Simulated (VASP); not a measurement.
# ZnAu (Pm-3m) in VASP: a series of runs, part 2 of 2

VASP 6.6.1. Earlier steps stand in the parts before.

## 3. Relaxation of cell and atoms, r2SCAN

POSCAR reads:

```
ZnAu
1.0
    3.1470000000      0.0000000000      0.0000000000
    0.0000000000      3.1470000000      0.0000000000
    0.0000000000      0.0000000000      3.1470000000
Zn Au
1 1
Direct
    0.5000000000      0.5000000000      0.5000000000
    0.0000000000      0.0000000000      0.0000000000
```

INCAR.step1 reads:

```
  PREC = Accurate
  ENCUT = 600
  ISMEAR = 0
  SIGMA = 0.1
  LREAL = False
  LASPH = True
  NELM = 100
  GGA = PE
  ALGO = Normal
  EDIFF = 1E-4
  LWAVE = True
  LCHARG = False
```

INCAR.step2 reads:

```
  PREC = Accurate
  ENCUT = 600
  EDIFF = 1E-7
  ISMEAR = 0
  SIGMA = 0.1
  LREAL = False
  LASPH = True
  NELM = 100
  ALGO = Normal
  ISIF = 3
  LWAVE = False
  LCHARG = False
  METAGGA = R2SCAN
  LMIXTAU = True
  IBRION = 2
  NSW = 100
  EDIFFG = -0.005
  ISTART = 1
```

KPOINTS reads:

```
Automatic mesh
0
Gamma
  14 14 14
```

Potentials or basis: VASP PAW PBE potentials, release 64 (Zn, Au).

Launch:

```console
cat potpaw_PBE.64/Zn/POTCAR potpaw_PBE.64/Au/POTCAR > POTCAR
cp INCAR.step1 INCAR
mpirun -np 1 vasp_std > vasp.out
cp INCAR.step2 INCAR
mpirun -np 1 vasp_std > vasp.out
```

OUTCAR:

```text
PREC = Accurate
   ENCUT = 600
   EDIFF = 1E-7
   ISMEAR = 0
   LREAL = False
   LASPH = True
   NELM = 100
   ISIF = 3
   METAGGA = R2SCAN
   IBRION = 2
   NSW = 100
   EDIFFG = -0.005
   ISTART = 1

 ion  position               nearest neighbor table
   1  0.500  0.500  0.500-   2 2.73   2 2.73   2 2.73   2 2.73   2 2.73   2 2.73   2 2.73   2 2.73

   2  0.000  0.000  0.000-   1 2.73   1 2.73   1 2.73   1 2.73   1 2.73   1 2.73   1 2.73   1 2.73

  LATTYP: Found a simple cubic cell.
 ALAT       =     3.1470000000

  Lattice vectors:

 A1 = (   3.1470000000,   0.0000000000,   0.0000000000)
 A2 = (   0.0000000000,   3.1470000000,   0.0000000000)
 A3 = (   0.0000000000,   0.0000000000,   3.1470000000)

Analysis of symmetry for initial positions (statically):
=====================================================================
 Subroutine PRICEL returns:
 Original cell was already a primitive cell.

 Routine SETGRP: Setting up the symmetry group for a
 simple cubic supercell.

 Subroutine GETGRP returns: Found 48 space group operations
 (whereof 48 operations were pure point group operations)
 out of a pool of 48 trial point group operations.

The static configuration has the point symmetry O_h .

Analysis of symmetry for dynamics (positions and initial velocities):
=====================================================================
 Subroutine PRICEL returns:
 Original cell was already a primitive cell.

 Routine SETGRP: Setting up the symmetry group for a
 simple cubic supercell.

 Subroutine GETGRP returns: Found 48 space group operations
 (whereof 48 operations were pure point group operations)
 out of a pool of 48 trial point group operations.

The dynamic configuration has the point symmetry O_h .

 Subroutine INISYM returns: Found 48 space group operations
 (whereof 48 operations are pure point group operations),
 and found     1 'primitive' translations

[... 131 lines left out ...]
 NGX is ok and might be reduce to    28
   NGX = 13   NGY = 13   NGZ = 13

--------------------------------------- Ionic step        1  -------------------------------------------

 number of electron      22.9999994 magnetization

 Free energy of the ion-electron system (eV)
  ---------------------------------------------------
  ext. energy  EPLUGINS =         0.00000000
  ---------------------------------------------------
  free energy    TOTEN  =       -59.93377536 eV

  energy without entropy =      -59.92996795  energy(sigma->0) =      -59.93187166

------------------------ aborting loop because EDIFF is reached ----------------------------------------

  FORCE on cell =-STRESS in cart. coord.  units (eV):
  Direction    XX          YY          ZZ          XY          YZ          ZX
  --------------------------------------------------------------------------------------
  -------------------------------------------------------------------------------------
  Total        0.1082078      0.1082078      0.1082078     -0.0000000     -0.0000000     -0.0000000
  in kB        5.5626121      5.5626121      5.5626121     -0.0000000     -0.0000000     -0.0000000
  external PRESSURE =       5.5626121 kB  Pullay stress =       0.0000000 kB
[... 95 lines left out ...]
--------------------------------------- Ionic step        4  -------------------------------------------

 number of electron      22.9999992 magnetization

 Free energy of the ion-electron system (eV)
  ---------------------------------------------------
  ext. energy  EPLUGINS =         0.00000000
  ---------------------------------------------------
  free energy    TOTEN  =       -59.93389958 eV

  energy without entropy =      -59.93009973  energy(sigma->0) =      -59.93199965

 E-fermi :   6.9318     XC(G=0): -13.3991

 val. band max:        6.9159897832   @ k =   0.2857   0.0714   0.0000
 cond. band min:       6.9536990951   @ k =   0.5000   0.4286   0.2857
 fundamental gap:      0.0377093118
 Fermi energy:         6.9317927938

 k-point     1 :       0.0000    0.0000    0.0000
  band No.  band energies     occupation
      1      -4.0499      2.00000
      2      -1.5530      2.00000
      3      -1.5530      2.00000
      4      -0.8550      2.00000
      5      -0.8550      2.00000
      6      -0.8550      2.00000
      7       1.1959      2.00000
      8       1.1959      2.00000
      9       2.9408      2.00000
     10       2.9408      2.00000
     11       2.9408      2.00000
     12      12.2107      0.00000
     13      12.2107      0.00000
     14      12.2107      0.00000
[... 401 lines left out ...]
      2      -1.2599      2.00000
      3      -1.0140      2.00000
      4      -0.9370      2.00000
      5      -0.8370      2.00000
      6      -0.4250      2.00000
      7       1.0285      2.00000
      8       1.4334      2.00000
      9       2.1463      2.00000
     10       2.2916      2.00000
     11       2.7139      2.00000
     12       6.3260      2.00000
     13      11.1452      0.00000
     14      15.8575      0.00000
     15      16.6801      0.00000

 [... further k-points ...]
[... 5 lines left out ...]
  --------------------------------------------------------------------------------------
  -------------------------------------------------------------------------------------
  Total       -0.0004023     -0.0004023     -0.0004023      0.0000000      0.0000000     -0.0000000
  in kB       -0.0205981     -0.0205981     -0.0205981      0.0000000      0.0000000     -0.0000000
  external PRESSURE =      -0.0205981 kB  Pullay stress =       0.0000000 kB
[... 17 lines left out ...]
  FREE ENERGIE OF THE ION-ELECTRON SYSTEM (eV)
  ---------------------------------------------------
  free  energy   TOTEN  =       -59.9338995757 eV

  energy  without entropy=      -59.9300997312  energy(sigma->0) =      -59.93199965

 reached required accuracy - stopping structural energy minimisation
```

OSZICAR.step1:

```text
N       E                     dE             d eps       ncg     rms          rms(c)
DAV:   1     0.135333855502E+03    0.13533E+03   -0.12812E+04  3656   0.220E+03
DAV:   2    -0.695732895545E+00   -0.13603E+03   -0.13178E+03  3761   0.367E+02
DAV:   3    -0.515770156109E+01   -0.44620E+01   -0.44418E+01  4314   0.739E+01
DAV:   4    -0.518465439313E+01   -0.26953E-01   -0.26947E-01  4230   0.505E+00
DAV:   5    -0.518495852739E+01   -0.30413E-03   -0.30413E-03  4377   0.546E-01    0.853E+00
DAV:   6    -0.476160174569E+01    0.42336E+00   -0.14517E+00  3705   0.145E+01    0.540E+00
DAV:   7    -0.473610938504E+01    0.25492E-01   -0.35431E-02  4807   0.426E+00    0.286E+00
DAV:   8    -0.472802448911E+01    0.80849E-02   -0.96625E-03  4155   0.117E+00    0.144E-01
DAV:   9    -0.472804484080E+01   -0.20352E-04   -0.35226E-04  3615   0.255E-01
   1 F= -.47280448E+01 E0= -.47261554E+01  d E =-.377880E-02
```

Run time: 20 min. Hardware: 1 thread of AMD EPYC 7R43 (Zen 3), shared host; peak memory 0.19 GiB.

Results:

| Property | Result |
| --- | --- |
| Free energy | -59.9339 eV |
| Relaxed volume | 15.65 Å³/atom |
| Relaxed cell | a = 3.151 Å, b = 3.151 Å, c = 3.151 Å, α = 90.00°, β = 90.00°, γ = 90.00° |
| Space group after relaxing (to 0.05 Å) | Pm-3m (No. 221) |
| Energy gained by relaxing | 0.1 meV/atom |
| Ionic steps | 4 |
| Pressure after relaxing | 0.0 GPa |

Step by step:
| step | energy change (eV) | largest force (eV/Å) | pressure (GPa) | volume (Å³) |
| --- | --- | --- | --- | --- |
| 1 | 0.0000 | 0.0000 | 0.56 | 31.17 |
| 2 | 0.0002 | 0.0000 | -0.51 | 31.41 |
| 3 | -0.0001 | 0.0000 | 0.17 | 31.26 |
| 4 | -0.0001 | 0.0000 | 0.00 | 31.29 |

Final structure:
```cif
data_structure
_symmetry_space_group_name_H-M 'P 1'
_symmetry_Int_Tables_number 1
_cell_length_a 3.1513
_cell_length_b 3.1513
_cell_length_c 3.1513
_cell_angle_alpha 90.000
_cell_angle_beta 90.000
_cell_angle_gamma 90.000
_cell_volume 31.29
loop_
_atom_site_label
_atom_site_type_symbol
_atom_site_fract_x
_atom_site_fract_y
_atom_site_fract_z
_atom_site_occupancy
Zn1 Zn 0.50000 0.50000 0.50000 1
Au1 Au 0.00000 0.00000 0.00000 1
```

Caveat: the PAW data sets were made with another functional, which shifts forces and pressure a little; spin-orbit coupling is left out, which moves the levels of the heavy elements.

## 4. Single point, r2SCAN

POSCAR reads:

```
ZnAu
1.0
    3.1484943720      0.0000000000      0.0000000000
    0.0000000000      3.1484943720      0.0000000000
    0.0000000000      0.0000000000      3.1484943720
Zn Au
1 1
Direct
    0.5000000000      0.5000000000      0.5000000000
    0.0000000000      0.0000000000      0.0000000000
```

INCAR.step1 reads:

```
SYSTEM = ZnAu
PREC = Accurate
ENCUT = 520
ISMEAR = 0
SIGMA = 0.1
LREAL = .False.
LASPH = .True.
NELM = 100
NBANDS = 18
GGA = PE
ALGO = Normal
EDIFF = 1E-4
LWAVE = .True.
LCHARG = .False.
```

INCAR.step2 reads:

```
SYSTEM = ZnAu
PREC = Accurate
ENCUT = 520
EDIFF = 1E-7
ISMEAR = 0
SIGMA = 0.1
LREAL = .False.
LASPH = .True.
NELM = 100
ALGO = Normal
ISIF = 2
LWAVE = .False.
LCHARG = .True.
METAGGA = R2SCAN
LMIXTAU = .True.
LELF = .True.
LVHAR = .True.
NBANDS = 18
ISTART = 1
```

KPOINTS reads:

```
Automatic mesh
0
Gamma
  14 14 14
  0 0 0
```

Launch:

```console
cat potpaw_PBE.64/Zn/POTCAR potpaw_PBE.64/Au/POTCAR > POTCAR
cp INCAR.step1 INCAR
mpirun -np 1 vasp_std > vasp.out
cp INCAR.step2 INCAR
mpirun -np 1 vasp_std > vasp.out
```

Wall time 4.6 min (1 thread of AMD EPYC 7R43 (Zen 3), shared host); peak memory 0.15 GiB.

It converged, with:

```yaml
Free_energy: -59.9330 eV
Pressure: 0.3 GPa
```

Levels at points of the mesh, in eV from the Fermi level:
| k point | band 9 | band 10 | band 11 | band 12 | band 13 | band 14 | band 15 | band 16 |
| --- | --- | --- | --- | --- | --- | --- | --- | --- |
| (0.00, 0.00, 0.00) | -4.00 | -4.00 | -4.00 | 5.28 | 5.28 | 5.28 | 9.44 | 12.52 |
| (0.50, 0.00, 0.00) | -5.20 | -5.20 | -4.15 | -2.56 | 10.80 | 11.53 | 11.53 | 11.81 |
| (0.50, 0.50, 0.00) | -4.36 | -3.40 | -2.03 | -2.03 | 0.81 | 2.74 | 11.05 | 13.35 |
| (0.50, 0.50, 0.50) | -3.35 | -3.35 | 1.78 | 3.75 | 3.86 | 3.86 | 3.86 | 6.19 |

Caveat: the PAW data sets were made with another functional, which shifts forces and pressure a little; spin-orbit coupling is left out, which moves the levels of the heavy elements.
